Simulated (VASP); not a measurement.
Input of a VASP 6.6.1 run:

File INCAR:

```
SYSTEM = KZnF3
PREC = Accurate ; ENCUT = 520
EDIFF = 1E-7 ; ISMEAR = 0
SIGMA = 0.05 ; LREAL = .False.
LASPH = .True. ; NELM = 80
ALGO = Normal ; ISIF = 2
LWAVE = .False. ; LCHARG = .True.
GGA = PE ; LELF = .True.
LVHAR = .True. ; NBANDS = 29
```

File KPOINTS:

```
regular mesh
0
Gamma
  6 6 6
  0 0 0
```

The input POSCAR:

```
KZnF3
1.0
    4.0500000000      0.0000000000      0.0000000000
    0.0000000000      4.0500000000      0.0000000000
    0.0000000000      0.0000000000      4.0500000000
K Zn F
1 1 3
Direct
    0.0000000000      0.0000000000      0.0000000000
    0.5000000000      0.5000000000      0.5000000000
    0.4476217199      0.4476217199     -0.0740740741
    0.0000000000      0.5000000000      0.5000000000
    0.5000000000      0.0000000000      0.5000000000
```

Potentials or basis: VASP PAW PBE potentials, release 64 (K_sv, Zn, F).

Launch:

```console
$ cat potpaw_PBE.64/K_sv/POTCAR potpaw_PBE.64/Zn/POTCAR potpaw_PBE.64/F/POTCAR > POTCAR
$ mpirun -np 1 vasp_std > vasp.out
```

Problem. What does it give for the pressure?

Solution. 10.2 GPa.

Problem. Estimate the largest force.

Solution. 4.711 eV/Å.

Problem. What does it give for the band gap on the k mesh?

Solution. 3.62 eV (least direct gap 5.18 eV).

Forces in eV/Å, atoms in the order of the input:
```
K   -0.124 -0.124 -0.043
Zn   0.413  0.413 -3.395
F    0.137  0.137  4.707
F   -0.524  0.098 -0.635
F    0.098 -0.524 -0.635
```

Caveat: the cell differs from its parent crystal (atom 3 (F) moved by (-0.300, -0.300) A along [1 1 0] and z); the cell stands under pressure; forces of over 1 eV/Å act on the atoms, so gaps and moduli don't describe the material at rest. A k mesh can miss the band edges.
